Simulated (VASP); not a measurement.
# Co (Pm-3m) in VASP: further runs

The runs below take Co through single point, relaxation of cell and atoms, with RPBE.

Everything below comes from runs of VASP 6.6.1. Logs are shortened: lines on timing, memory, paths and dates and some standing lists are left out, and cuts for length are marked.

## 1. The cell of the first run

The structure is cubic, space group Pm-3m (No. 221). The conventional cell has a = 2.336 Å, b = 2.336 Å, c = 2.336 Å, α = 90.00°, β = 90.00°, γ = 90.00°. Co (site symmetry m-3m) has 6 Co at 2.34 Å within 3.1 Å.

## 2. Single point, RPBE (volume scaled by 1.04)

Contents of INCAR:

```
PREC = Accurate ; ENCUT = 600
EDIFF = 1E-6 ; ISMEAR = -1
SIGMA = 0.1 ; LREAL = F
LASPH = T ; NELM = 120
ALGO = Normal ; ISIF = 2
LWAVE = F ; LCHARG = F
GGA = RP ; NBANDS = 10
GGA_COMPAT = F
```

Contents of KPOINTS:

```
Automatic mesh
0
Gamma
  15 15 15
```

Contents of POSCAR:

```
Co
1.0
    2.3361150242      0.0000000000      0.0000000000
    0.0000000000      2.3361150242      0.0000000000
    0.0000000000      0.0000000000      2.3361150242
Co
1
Direct
    0.0000000000      0.0000000000      0.0000000000
```

Potentials or basis: VASP PAW PBE potentials, release 64 (Co).

The run is started by

```console
> cat potpaw_PBE.64/Co/POTCAR > POTCAR
> mpirun -np 1 vasp_std > vasp.out
```

OUTCAR:

```text
PREC = Accurate
   ENCUT = 600
   EDIFF = 1E-6
   ISMEAR = -1
   LREAL = F
   LASPH = T
   NELM = 120
   ISIF = 2
   GGA = RP

 ion  position               nearest neighbor table
   1  0.000  0.000  0.000-

  LATTYP: Found a simple cubic cell.
 ALAT       =     2.3361150242

  Lattice vectors:

 A1 = (   2.3361150242,   0.0000000000,   0.0000000000)
 A2 = (   0.0000000000,   2.3361150242,   0.0000000000)
 A3 = (   0.0000000000,   0.0000000000,   2.3361150242)

Analysis of symmetry for initial positions (statically):
=====================================================================
 Subroutine PRICEL returns:
 Original cell was already a primitive cell.

 Routine SETGRP: Setting up the symmetry group for a
 simple cubic supercell.

 Subroutine GETGRP returns: Found 48 space group operations
 (whereof 48 operations were pure point group operations)
 out of a pool of 48 trial point group operations.

The static configuration has the point symmetry O_h .

Analysis of symmetry for dynamics (positions and initial velocities):
=====================================================================
 Subroutine PRICEL returns:
 Original cell was already a primitive cell.

 Routine SETGRP: Setting up the symmetry group for a
 simple cubic supercell.

 Subroutine GETGRP returns: Found 48 space group operations
 (whereof 48 operations were pure point group operations)
 out of a pool of 48 trial point group operations.

The dynamic configuration has the point symmetry O_h .

 Subroutine INISYM returns: Found 48 space group operations
 (whereof 48 operations are pure point group operations),
 and found     1 'primitive' translations

----------------------------------------------------------------------------------------

                                     Primitive cell

  volume of cell :      12.7492

  direct lattice vectors                    reciprocal lattice vectors
     2.336115024  0.000000000  0.000000000     0.428061114  0.000000000  0.000000000
     0.000000000  2.336115024  0.000000000     0.000000000  0.428061114  0.000000000
     0.000000000  0.000000000  2.336115024     0.000000000  0.000000000  0.428061114

  length of vectors
     2.336115024  2.336115024  2.336115024     0.428061114  0.428061114  0.428061114

  position of ions in fractional coordinates (direct lattice)
     0.000000000  0.000000000  0.000000000

  ion indices of the primitive-cell ions
   primitive index   ion index
                 1           1

----------------------------------------------------------------------------------------

 KPOINTS: Automatic mesh

Automatic generation of k-mesh.
 Grid dimensions read from file:
 generate k-points for:   15   15   15

 Generating k-lattice:

  Cartesian coordinates                     Fractional coordinates (reciprocal lattice)
     0.028537408  0.000000000  0.000000000     0.066666667  0.000000000  0.000000000
     0.000000000  0.028537408  0.000000000     0.000000000  0.066666667  0.000000000
     0.000000000  0.000000000  0.028537408     0.000000000  0.000000000  0.066666667

  Length of vectors
     0.028537408  0.028537408  0.028537408

  Shift w.r.t. Gamma in fractional coordinates (k-lattice)
     0.000000000  0.000000000  0.000000000

 Subroutine IBZKPT returns following result:
 ===========================================

 Found    120 irreducible k-points:

 Following reciprocal coordinates:
            Coordinates               Weight
  0.000000  0.000000  0.000000      1.000000
  0.066667  0.000000  0.000000      6.000000
  0.133333  0.000000  0.000000      6.000000
  0.200000  0.000000  0.000000      6.000000
  0.266667  0.000000  0.000000      6.000000
  0.333333  0.000000  0.000000      6.000000
[... 16 lines left out ...]
  0.266667  0.200000  0.000000     24.000000
  0.333333  0.200000  0.000000     24.000000
 [... further k-points ...]
   k-points           NKPTS =    120   k-points in BZ     NKDIM =    120   number of bands    NBANDS=     10
   number of dos      NEDOS =    301   number of ions     NIONS =      1
   total plane-waves  NPLWV =   8000
   dimension x,y,z NGX =    20 NGY =   20 NGZ =   20
   dimension x,y,z NGXF=    40 NGYF=   40 NGZF=   40
   ions per type =               1
   NGX,Y,Z   is equivalent  to a cutoff of  14.23, 14.23, 14.23 a.u.
   NGXF,Y,Z  is equivalent  to a cutoff of  28.47, 28.47, 28.47 a.u.
 SYSTEM =  unknown system
   PREC   = accura    normal or accurate (medium, high low for compatibility)
   ISTART =      0    job   : 0-new  1-cont  2-samecut
   ICHARG =      2    charge: 1-file 2-atom 10-const
   ISPIN  =      1    spin polarized calculation?
   LNONCOLLINEAR =      F non collinear calculations
   LSORBIT =      F    spin-orbit coupling
   LASPH  =      T    aspherical Exc in radial PAW
   ENCUT  =  600.0 eV  44.10 Ry    6.64 a.u.   4.67  4.67  4.67*2*pi/ulx,y,z
   NELM   =    120;   NELMIN=  2; NELMDL= -5     # of ELM steps
   EDIFF  = 0.1E-05   stopping-criterion for ELM
   LREAL  =      F    real-space projection
   EDIFFG = 0.1E-04   stopping-criterion for IOM
   NSW    =      0    number of steps for IOM
   IBRION =     -1    ionic relax: 0-MD 1-quasi-New 2-CG
   NFREE  =      0    steps in history (QN), initial steepest desc. (CG)
   ISIF   =      2    stress and relaxation
   ISYM   =      2    0-nonsym 1-usesym 2-fastsym
   POTIM  = 0.5000    time-step for ionic-motion
   TEBEG  =    0.0;   TEEND  =   0.0 temperature during run
   PSTRESS=    0.0 pullay stress
   NELECT =       9.0000    total number of electrons
   NUPDOWN=      -1.0000    fix difference up-down
   EMIN   =  10.00;   EMAX   =-10.00  energy-range for DOS
   EFERMI =   0.00;   METHOD = LEGACY
   ISMEAR =    -1;   SIGMA  =   0.10  broadening in eV -4-tet -1-fermi 0-gaus
   EFERMI_NEDOS =   21; number of points for ismear=-14 and -15
   IALGO  =     38    algorithm
   IMIX   =      4    mixing-type and parameters
     AMIX     =   0.40;   BMIX     =  1.00
     AMIX_MAG =   1.60;   BMIX_MAG =  1.00
  volume/ion in A,a.u.               =      12.75        86.04
  Fermi-wavevector in a.u.,A,eV,Ry     =   1.457677  2.754611 28.909981  2.124824
  Thomas-Fermi vector in A             =   2.574451
   LORBIT       =      0    0 simple, 1 ext, 2 COOP (PROOUT), +10 PAW based schemes
   GGA     = RP    functional components
   LHFCALC =     F    Hartree Fock is set to
   AEXX    =    0.0000 exact exchange contribution
   IVDW    =     0    specifies the selected vdW correction
   LEPSILON=     F    determine dielectric tensor
   LRPA    =     F    only Hartree local field effects (RPA)
 non-spin polarized calculation
  energy-cutoff  :      600.00
  volume of cell :       12.75
 maximum number of plane-waves:       449
 NGX is ok and might be reduce to    20
   NGX =  9   NGY =  9   NGZ =  9

 number of electron       8.9999998 magnetization

 Free energy of the ion-electron system (eV)
  ---------------------------------------------------
  ext. energy  EPLUGINS =         0.00000000
  ---------------------------------------------------
  free energy    TOTEN  =        -5.50690990 eV

  energy without entropy =       -5.40239022  energy(sigma->0) =       -5.45465006

 E-fermi :   8.1750     XC(G=0): -12.2737

 val. band max:        8.1738960700   @ k =   0.2000   0.2000   0.0000
 cond. band min:       8.1786544773   @ k =   0.1333   0.1333   0.0667
 fundamental gap:      0.0047584073
 Fermi energy:         8.1749576315

 k-point     1 :       0.0000    0.0000    0.0000
  band No.  band energies     occupation
      1       0.3998      2.00000
      2       4.9287      2.00000
      3       4.9287      2.00000
      4       8.6031      0.02728
      5       8.6031      0.02728
      6       8.6031      0.02728
      7      27.6718      0.00000
      8      27.6718      0.00000
      9      27.6718      0.00000
     10      31.4688      0.00000

 k-point     2 :       0.0667    0.0000    0.0000
  band No.  band energies     occupation
      1       0.5318      2.00000
      2       4.9490      2.00000
      3       4.9936      2.00000
      4       8.5468      0.04741
      5       8.5468      0.04741
      6       8.6075      0.02611
      7      26.0042      0.00000
      8      27.8547      0.00000
      9      27.8547      0.00000
     10      31.4804      0.00000

 k-point     3 :       0.1333    0.0000    0.0000
  band No.  band energies     occupation
      1       0.9200      2.00000
      2       5.0068      2.00000
      3       5.1818      2.00000
      4       8.3907      0.20735
      5       8.3907      0.20735
      6       8.6202      0.02304
      7      23.2869      0.00000
      8      28.3912      0.00000
      9      28.3912      0.00000
     10      31.5153      0.00000

 k-point     4 :       0.2000    0.0000    0.0000
  band No.  band energies     occupation
      1       1.5383      2.00000
      2       5.0929      2.00000
      3       5.4756      2.00000
      4       8.1680      1.03455
      5       8.1680      1.03455
      6       8.6388      0.01916
      7      20.5725      0.00000
      8      29.2491      0.00000
      9      29.2491      0.00000
     10      31.5727      0.00000

 k-point     5 :       0.2667    0.0000    0.0000
  band No.  band energies     occupation
      1       2.3370      2.00000
      2       5.1934      2.00000
      3       5.8494      2.00000
      4       7.9223      1.85202
      5       7.9223      1.85202
      6       8.6603      0.01548
      7      18.0416      0.00000
      8      30.3854      0.00000
      9      30.3854      0.00000
     10      31.6497      0.00000

 k-point     6 :       0.3333    0.0000    0.0000
  band No.  band energies     occupation
      1       3.2238      2.00000
      2       5.2912      2.00000
      3       6.2786      2.00000
      4       7.6961      1.98349
      5       7.6961      1.98349
      6       8.6810      0.01261
      7      15.7862      0.00000
      8      31.7384      0.00000
      9      31.7536      0.00000
     10      31.7536      0.00000

 k-point     7 :       0.4000    0.0000    0.0000
  band No.  band energies     occupation
      1       4.0307      2.00000
      2       5.3688      2.00000
      3       6.7415      2.00000
      4       7.5250      1.99700
      5       7.5250      1.99700
      6       8.6971      0.01074
      7      13.9391      0.00000
      8      31.8218      0.00000
      9      33.2961      0.00000
     10      33.2961      0.00000

 k-point     8 :       0.4667    0.0000    0.0000
  band No.  band energies     occupation
      1       4.5197      2.00000
      2       5.4117      2.00000
      3       7.1288      1.99994
      4       7.4332      1.99880
      5       7.4332      1.99880
      6       8.7060      0.00983
      7      12.7915      0.00000
      8      31.8745      0.00000
      9      34.5179      0.00000
     10      34.8323      0.00000

 k-point     9 :       0.0667    0.0667    0.0000
  band No.  band energies     occupation
      1       0.6632      2.00000
      2       4.9913      2.00000
      3       5.0370      2.00000
      4       8.4896      0.08243
      5       8.5417      0.04981
      6       8.5615      0.04105
      7      25.9543      0.00000
      8      26.3758      0.00000
      9      28.0367      0.00000
     10      32.0431      0.00000
[... 118 lines left out ...]
 k-point    19 :       0.3333    0.1333    0.0000
  band No.  band energies     occupation
      1       3.6267      2.00000
      2       5.4896      2.00000
      3       6.2293      2.00000
      4       7.7298      1.97694
      5       7.8101      1.94927
      6       8.4918      0.08073
      7      16.1734      0.00000
      8      26.4674      0.00000
      9      32.4174      0.00000
     10      33.1267      0.00000

 k-point    20 :       0.4000    0.1333    0.0000
  band No.  band energies     occupation
      1       4.3963      2.00000
      2       5.5862      2.00000
      3       6.2134      2.00000
      4       7.5624      1.99564
      5       8.2376      0.69681
      6       8.5113      0.06690
      7      14.2155      0.00000
      8      27.6191      0.00000
      9      32.5971      0.00000
     10      33.7306      0.00000

 k-point    21 :       0.4667    0.1333    0.0000
  band No.  band energies     occupation
      1       4.9055      2.00000
      2       5.6851      2.00000
      3       6.0232      2.00000
      4       7.4726      1.99822
      5       8.5221      0.06028
      6       8.8167      0.00326
      7      12.8927      0.00000
      8      28.7225      0.00000
      9      31.3013      0.00000
     10      33.7180      0.00000

 k-point    22 :       0.2000    0.2000    0.0000
  band No.  band energies     occupation
      1       2.5907      2.00000
      2       5.4113      2.00000
      3       5.8943      2.00000
      4       7.7690      1.96606
      5       8.1739      1.00531
      6       8.2734      0.54399
      7      20.8978      0.00000
      8      22.6105      0.00000
      9      30.7703      0.00000
     10      33.0517      0.00000

 k-point    23 :       0.2667    0.2000    0.0000
  band No.  band energies     occupation
      1       3.2881      2.00000
      2       5.5184      2.00000
      3       6.2252      2.00000
      4       7.6798      1.98596
      5       7.9785      1.75408
      6       8.2662      0.57305
      7      18.8660      0.00000
      8      22.9171      0.00000
      9      31.8706      0.00000
     10      33.3133      0.00000

 k-point    24 :       0.3333    0.2000    0.0000
  band No.  band energies     occupation
      1       4.0170      2.00000
      2       5.5893      2.00000
      3       6.4029      2.00000
      4       7.7663      1.96695
      5       7.9684      1.77506
      6       8.2923      0.47232
      7      16.5859      0.00000
      8      23.8829      0.00000
      9      32.2649      0.00000
     10      33.2041      0.00000

 [... further k-points ...]
[... 5 lines left out ...]
  --------------------------------------------------------------------------------------
  -------------------------------------------------------------------------------------
  Total       -0.5037659     -0.5037659     -0.5037659     -0.0000000     -0.0000000      0.0000000
  in kB      -63.3077206    -63.3077206    -63.3077206     -0.0000000     -0.0000000      0.0000000
  external PRESSURE =     -63.3077206 kB  Pullay stress =       0.0000000 kB

 VOLUME and BASIS-vectors are now :
 -----------------------------------------------------------------------------
  energy-cutoff  :      600.00
  volume of cell :       12.75
      direct lattice vectors                 reciprocal lattice vectors
     2.336115024  0.000000000  0.000000000     0.428061114  0.000000000  0.000000000
     0.000000000  2.336115024  0.000000000     0.000000000  0.428061114  0.000000000
     0.000000000  0.000000000  2.336115024     0.000000000  0.000000000  0.428061114

 POSITION                                       TOTAL-FORCE (eV/Angst)
 -----------------------------------------------------------------------------------
      0.00000      0.00000      0.00000         0.000000      0.000000      0.000000
 -----------------------------------------------------------------------------------
    total drift:                                0.000000      0.000000      0.000000

  FREE ENERGIE OF THE ION-ELECTRON SYSTEM (eV)
  ---------------------------------------------------
  free  energy   TOTEN  =        -5.5069099006 eV

  energy  without entropy=       -5.4023902159  energy(sigma->0) =       -5.45465006
```

It took 11 s on 1 thread of Intel Xeon 6975P-C, shared host; peak memory 0.14 GiB.

Results:

```
Free energy : -5.5069 eV
Pressure    : -6.3 GPa
```

Caveat: the PAW data sets were made with another functional, which shifts forces and pressure a little; the run has no spin polarisation, though such a crystal can be magnetic.

(Continued in part 2 of 2.)
